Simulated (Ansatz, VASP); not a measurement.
# ZnS in VASP and in Ansatz

```xyz
4
Lattice="3.8456 0.0000 0.0000 -1.9228 3.3304 0.0000 0.0000 0.0000 6.3037" Properties=species:S:1:pos:R:3 pbc="T T T"
Zn   -0.1307    2.2202    0.0328
Zn    2.0535    1.1101    3.1846
S     0.1056    2.2202    2.3942
S     1.8172    1.1101    5.5460
```

Change from the starting cell: mode 4 frozen in at -0.131 Å and mode 5 at +0.000 Å (largest displacements).

Alike in both runs: task single point; functional PBE; k mesh 9 × 9 × 4; occupations gaussian, width 0.05 eV; no spin polarisation.

|  | VASP | Ansatz |
| --- | --- | --- |
| version | VASP 6.6.1 | Ansatz 0.2.0 |
| potentials or method | VASP PAW PBE potentials, release 64 (Zn, S), cutoff 520 eV | scalar-relativistic, plane waves, PAW |
| valence electrons in the cell | 36 | 36 |

VASP gave:

- gap on the k mesh at the Fermi level (eV): 2.02
- least direct gap on the mesh (eV): 2.02
- pressure (GPa): 0.0
- traceless stress, the component that is largest in VASP (GPa): -0.24
- rms of the force components (eV/Å): 0.073

Problem. Which values does Ansatz return?

Solution. gap on the k mesh at the Fermi level (eV): 2.02; least direct gap on the mesh (eV): 2.02; pressure (GPa): -0.1; traceless stress, the component that is largest in VASP (GPa): -0.25; rms of the force components (eV/Å): 0.073.

Atom by atom the forces differ by 0.001 eV/Å (rms over components). With one functional, cell and mesh, what is left measures potentials, basis and numerics.
